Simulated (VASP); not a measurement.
# Cu (P6_3/mmc) in VASP: a series of runs, part 2 of 2

VASP 6.6.1. Earlier steps stand in the parts before.

## 3. Single point, revPBE (13.26 Å³/atom)

This run uses another cell than the first one, of 13.26 Å³/atom.

File INCAR:

```
PREC = Accurate ; ENCUT = 520
EDIFF = 1E-6 ; ISMEAR = -1
SIGMA = 0.1 ; LREAL = False
LASPH = True ; NELM = 60
ALGO = Normal ; ISIF = 2
LWAVE = False ; LCHARG = False
GGA = RE ; NBANDS = 30
```

File KPOINTS:

```
regular mesh
0
Gamma
  16 16 5
```

File POSCAR:

```
Cu
1.0
    2.6570348653      0.0000000000      0.0000000000
   -1.3285174326      2.3010596921      0.0000000000
    0.0000000000      0.0000000000      8.6757147898
Cu
4
Direct
    0.0000000000      0.0000000000      0.0000000000
    0.0000000000      0.0000000000      0.5000000000
    0.3333333333      0.6666666667      0.2500000000
    0.6666666667      0.3333333333      0.7500000000
```

Potentials or basis: VASP PAW PBE potentials, release 64 (Cu).

Started as:

```sh
$ cat potpaw_PBE.64/Cu/POTCAR > POTCAR
$ mpirun -np 1 vasp_std > vasp.out
```

OUTCAR:

```text
PREC = Accurate
   ENCUT = 520
   EDIFF = 1E-6
   ISMEAR = -1
   LREAL = False
   LASPH = True
   NELM = 60
   ISIF = 2
   GGA = RE

 ion  position               nearest neighbor table
   1  0.000  0.000  0.000-   3 2.66   4 2.66   3 2.66   4 2.66   4 2.66   3 2.66
   2  0.000  0.000  0.500-   3 2.66   4 2.66   3 2.66   4 2.66   4 2.66   3 2.66
   3  0.333  0.667  0.250-   1 2.66   2 2.66   1 2.66   2 2.66   1 2.66   2 2.66
   4  0.667  0.333  0.750-   1 2.66   2 2.66   1 2.66   2 2.66   1 2.66   2 2.66

  LATTYP: Found a hexagonal cell.
 ALAT       =     2.6570348653
 C/A-ratio  =     3.2651866572

  Lattice vectors:

 A1 = (   2.6570348653,   0.0000000000,   0.0000000000)
 A2 = (  -1.3285174326,   2.3010596921,   0.0000000000)
 A3 = (   0.0000000000,   0.0000000000,   8.6757147898)

Analysis of symmetry for initial positions (statically):
=====================================================================
 Subroutine PRICEL returns:
 Original cell was already a primitive cell.

 Routine SETGRP: Setting up the symmetry group for a
 hexagonal supercell.

 Subroutine GETGRP returns: Found 24 space group operations
 (whereof 12 operations were pure point group operations)
 out of a pool of 24 trial point group operations.

The static configuration has the point symmetry D_3d.
 The point group associated with its full space group is D_6h.

Analysis of symmetry for dynamics (positions and initial velocities):
=====================================================================
 Subroutine PRICEL returns:
 Original cell was already a primitive cell.

 Routine SETGRP: Setting up the symmetry group for a
 hexagonal supercell.

 Subroutine GETGRP returns: Found 24 space group operations
 (whereof 12 operations were pure point group operations)
 out of a pool of 24 trial point group operations.

The dynamic configuration has the point symmetry D_3d.
 The point group associated with its full space group is D_6h.

[... 119 lines left out ...]
   IALGO  =     38    algorithm
   IMIX   =      4    mixing-type and parameters
     AMIX     =   0.40;   BMIX     =  1.00
     AMIX_MAG =   1.60;   BMIX_MAG =  1.00
  volume/ion in A,a.u.               =      13.26        89.49
  Fermi-wavevector in a.u.,A,eV,Ry     =   1.538210  2.906795 32.192603  2.366090
  Thomas-Fermi vector in A             =   2.644610
   LORBIT       =      0    0 simple, 1 ext, 2 COOP (PROOUT), +10 PAW based schemes
   GGA     = RE    functional components
   LHFCALC =     F    Hartree Fock is set to
   AEXX    =    0.0000 exact exchange contribution
   IVDW    =     0    specifies the selected vdW correction
   LEPSILON=     F    determine dielectric tensor
   LRPA    =     F    only Hartree local field effects (RPA)
 non-spin polarized calculation
  energy-cutoff  :      520.00
  volume of cell :       53.04
 maximum number of plane-waves:      1465
 NGX is ok and might be reduce to    20
   NGX =  9   NGY =  9   NGZ = 33

 number of electron      44.0000046 magnetization

 Free energy of the ion-electron system (eV)
  ---------------------------------------------------
  ext. energy  EPLUGINS =         0.00000000
  ---------------------------------------------------
  free energy    TOTEN  =       -13.31731642 eV

  energy without entropy =      -13.27148932  energy(sigma->0) =      -13.29440287

 E-fermi :   6.3193     XC(G=0): -11.9651

 val. band max:        6.3014972482   @ k =   0.3750   0.1250   0.4000
 cond. band min:       6.3467818381   @ k =   0.5000   0.0000   0.4000
 fundamental gap:      0.0452845899
 Fermi energy:         6.3193021407

 k-point     1 :       0.0000    0.0000    0.0000
  band No.  band energies     occupation
      1      -2.1480      2.00000
      2      -0.1825      2.00000
      3      -0.1764      2.00000
      4       1.8892      2.00000
      5       3.4610      2.00000
      6       3.4637      2.00000
[... 781 lines left out ...]
     29      15.0324      0.00000
     30      16.6215      0.00000

 [... further k-points ...]

------------------------ aborting loop because EDIFF is reached ----------------------------------------

  FORCE on cell =-STRESS in cart. coord.  units (eV):
  Direction    XX          YY          ZZ          XY          YZ          ZX
  --------------------------------------------------------------------------------------
  -------------------------------------------------------------------------------------
  Total       -2.4753306     -2.4753306     -2.4661753     -0.0000000      0.0000000      0.0000000
  in kB      -74.7675921    -74.7675921    -74.4910534     -0.0000000      0.0000000      0.0000000
  external PRESSURE =     -74.6754125 kB  Pullay stress =       0.0000000 kB

 VOLUME and BASIS-vectors are now :
 -----------------------------------------------------------------------------
  energy-cutoff  :      520.00
  volume of cell :       53.04
      direct lattice vectors                 reciprocal lattice vectors
     2.657034865  0.000000000  0.000000000     0.376359382  0.217291191  0.000000000
    -1.328517433  2.301059692  0.000000000     0.000000000  0.434582381  0.000000000
     0.000000000  0.000000000  8.675714790     0.000000000  0.000000000  0.115264278

 POSITION                                       TOTAL-FORCE (eV/Angst)
 -----------------------------------------------------------------------------------
      0.00000      0.00000      0.00000        -0.000000      0.000000     -0.000000
      0.00000      0.00000      4.33786        -0.000000      0.000000     -0.000000
     -0.00000      1.53404      2.16893         0.000000      0.000000      0.000000
      1.32852      0.76702      6.50679         0.000000     -0.000000     -0.000000
 -----------------------------------------------------------------------------------
    total drift:                                0.000000     -0.000000      0.000000

  FREE ENERGIE OF THE ION-ELECTRON SYSTEM (eV)
  ---------------------------------------------------
  free  energy   TOTEN  =       -13.3173164155 eV

  energy  without entropy=      -13.2714893245  energy(sigma->0) =      -13.29440287
```

OSZICAR:

```text
N       E                     dE             d eps       ncg     rms          rms(c)
DAV:   1     0.336724519068E+03    0.33672E+03   -0.19951E+04  5632   0.255E+03
DAV:   2     0.135553958011E+02   -0.32317E+03   -0.31174E+03  5400   0.389E+02
DAV:   3    -0.156671044050E+02   -0.29223E+02   -0.27450E+02  5984   0.163E+02
DAV:   4    -0.163928295376E+02   -0.72573E+00   -0.72431E+00  6278   0.344E+01
DAV:   5    -0.164008638563E+02   -0.80343E-02   -0.80339E-02  7186   0.343E+00    0.144E+01
DAV:   6    -0.148876694722E+02    0.15132E+01   -0.29305E+01  6054   0.111E+02    0.847E+00
DAV:   7    -0.133425649414E+02    0.15451E+01   -0.60319E+00  6198   0.492E+01    0.739E-01
DAV:   8    -0.133317018457E+02    0.10863E-01   -0.14426E-01  7450   0.572E+00    0.942E-01
DAV:   9    -0.133216715558E+02    0.10030E-01   -0.13659E-02  6398   0.355E+00    0.544E-01
DAV:  10    -0.133172324337E+02    0.44391E-02   -0.20908E-02  6348   0.290E+00    0.610E-02
DAV:  11    -0.133173207587E+02   -0.88325E-04   -0.12734E-03  6842   0.629E-01    0.202E-02
DAV:  12    -0.133173210145E+02   -0.25582E-06   -0.33646E-05  6890   0.142E-01    0.190E-02
DAV:  13    -0.133173157562E+02    0.52583E-05   -0.24037E-05  6246   0.942E-02    0.258E-03
DAV:  14    -0.133173164155E+02   -0.65931E-06   -0.12483E-06  4150   0.134E-02
   1 F= -.13317316E+02 E0= -.13294403E+02  d E =-.458271E-01
```

stdout:

```text
POSCAR found type information on POSCAR Cu
 POSCAR found :  1 types and       4 ions
 scaLAPACK will be used
 -----------------------------------------------------------------------------
|                                                                             |
|                                                                             |
|     You enforced a specific xc type in the INCAR file but a different       |
|     I HOPE YOU KNOW WHAT YOU ARE DOING!                                     |
|                                                                             |
 -----------------------------------------------------------------------------

 LDA part: xc-table for (Slater+PW92), standard interpolation
 POSCAR, INCAR and KPOINTS ok, starting setup
 FFT: planning ... GRIDC
 FFT: planning ... GRID_SOFT
 FFT: planning ... GRID
 WAVECAR not read
 entering main loop
```

Wall time 2.7 min (1 thread of Intel Xeon 8259CL, shared host); peak memory 0.24 GiB.

Results:

```
Free energy            : -13.3173 eV
Pressure               : -7.5 GPa
Band gap on the k mesh : zero (bands 22 and 23 overlap by 4.90 eV)
```

Levels at points of the mesh, in eV from the Fermi level:
```tsv
k point	band 19	band 20	band 21	band 22	band 23	band 24	band 25	band 26
(0.00, 0.00, 0.00)	-1.90	-1.77	-1.77	-1.53	-1.53	-0.65	3.26	11.56
(0.50, 0.00, 0.00)	-1.42	-1.41	-0.35	0.62	0.89	1.45	4.05	4.08
```

Caveat: the cell stands under tension; the PAW data sets were made with another functional, which shifts forces and pressure a little.

## 4. Single point, revPBE (13.75 Å³/atom)

This run uses another cell than the first one, of 13.75 Å³/atom.

File INCAR:

```
  ALGO = Normal
  EDIFF = 1E-7
  ENCUT = 520
  GGA = RE
  ISIF = 2
  ISMEAR = -1
  LASPH = T
  LCHARG = F
  LREAL = F
  LWAVE = F
  NBANDS = 30
  NELM = 80
  PREC = Accurate
  SIGMA = 0.1
```

File KPOINTS:

```
k-points
0
Gamma
  16 16 5
```

File POSCAR:

```
Cu
1.0
    2.6894409233      0.0000000000      0.0000000000
   -1.3447204616      2.3291241615      0.0000000000
    0.0000000000      0.0000000000      8.7815266180
Cu
4
Direct
    0.0000000000      0.0000000000      0.0000000000
    0.0000000000      0.0000000000      0.5000000000
    0.3333333333      0.6666666667      0.2500000000
    0.6666666667      0.3333333333      0.7500000000
```

Potentials or basis: VASP PAW PBE potentials, release 64 (Cu).

Started as:

```sh
$ cat potpaw_PBE.64/Cu/POTCAR > POTCAR
$ mpirun -np 1 vasp_std > vasp.out
```

OUTCAR:

```text
EDIFF = 1E-7
   ENCUT = 520
   GGA = RE
   ISIF = 2
   ISMEAR = -1
   LASPH = T
   LREAL = F
   NELM = 80
   PREC = Accurate

 ion  position               nearest neighbor table
   1  0.000  0.000  0.000-   3 2.69   4 2.69   3 2.69   4 2.69   4 2.69   3 2.69
   2  0.000  0.000  0.500-   3 2.69   4 2.69   3 2.69   4 2.69   4 2.69   3 2.69
   3  0.333  0.667  0.250-   1 2.69   2 2.69   1 2.69   2 2.69   1 2.69   2 2.69
   4  0.667  0.333  0.750-   1 2.69   2 2.69   1 2.69   2 2.69   1 2.69   2 2.69
[... 995 lines left out ...]
  Direction    XX          YY          ZZ          XY          YZ          ZX
  --------------------------------------------------------------------------------------
  -------------------------------------------------------------------------------------
  Total       -3.5589199     -3.5589199     -3.5534435     -0.0000000      0.0000000      0.0000000
  in kB     -103.6583102   -103.6583102   -103.4988011     -0.0000000      0.0000000      0.0000000
  external PRESSURE =    -103.6051405 kB  Pullay stress =       0.0000000 kB

 VOLUME and BASIS-vectors are now :
 -----------------------------------------------------------------------------
  energy-cutoff  :      520.00
  volume of cell :       55.01
      direct lattice vectors                 reciprocal lattice vectors
     2.689440923  0.000000000  0.000000000     0.371824490  0.214672969  0.000000000
    -1.344720462  2.329124161  0.000000000     0.000000000  0.429345939  0.000000000
     0.000000000  0.000000000  8.781526618     0.000000000  0.000000000  0.113875416

 POSITION                                       TOTAL-FORCE (eV/Angst)
 -----------------------------------------------------------------------------------
      0.00000      0.00000      0.00000        -0.000000      0.000000      0.000000
      0.00000      0.00000      4.39076        -0.000000      0.000000      0.000000
     -0.00000      1.55275      2.19538        -0.000000      0.000000     -0.000000
      1.34472      0.77637      6.58614         0.000000     -0.000000     -0.000000
 -----------------------------------------------------------------------------------
    total drift:                                0.000000     -0.000000      0.000000

  FREE ENERGIE OF THE ION-ELECTRON SYSTEM (eV)
  ---------------------------------------------------
  free  energy   TOTEN  =       -13.2079684069 eV

  energy  without entropy=      -13.1616689483  energy(sigma->0) =      -13.18481868
```

stdout:

```text
POSCAR found type information on POSCAR Cu
 POSCAR found :  1 types and       4 ions
 scaLAPACK will be used
 -----------------------------------------------------------------------------
|                                                                             |
|                                                                             |
|     You enforced a specific xc type in the INCAR file but a different       |
|     I HOPE YOU KNOW WHAT YOU ARE DOING!                                     |
|                                                                             |
 -----------------------------------------------------------------------------

 LDA part: xc-table for (Slater+PW92), standard interpolation
 POSCAR, INCAR and KPOINTS ok, starting setup
 FFT: planning ... GRIDC
 FFT: planning ... GRID_SOFT
 FFT: planning ... GRID
 WAVECAR not read
 entering main loop
```

Run time: 3.2 min. Hardware: 1 thread of Intel Xeon 8259CL, shared host; peak memory 0.24 GiB.

What came out:

- Free energy: -13.2080 eV
- Pressure: -10.4 GPa
- Band gap on the k mesh: zero (bands 22 and 23 overlap by 4.81 eV)

Caveat: the cell stands under tension; the PAW data sets were made with another functional, which shifts forces and pressure a little.

## 5. The runs side by side

| cell | gap on the mesh (eV) | pressure (GPa) |
| --- | --- | --- |
| a = 2.624, b = 2.624, c = 8.567 Å, angles 90.0, 90.0, 120.0°, 4 atoms | none | -4.0 |
| a = 2.657, b = 2.657, c = 8.676 Å, angles 90.0, 90.0, 120.0°, 4 atoms | none | -7.5 |
| a = 2.689, b = 2.689, c = 8.782 Å, angles 90.0, 90.0, 120.0°, 4 atoms | none | -10.4 |

Alike in all rows: task single point; level revPBE; potentials or basis VASP PAW PBE potentials, release 64 (Cu); no spin polarisation; k mesh 16 × 16 × 5; cutoff (eV) 520; smearing fermi-dirac 0.1 eV.

Caveats: the cell stands under tension; the PAW data sets were made with another functional, which shifts forces and pressure a little.

Absolute energies hang on the potentials; compare differences alone.
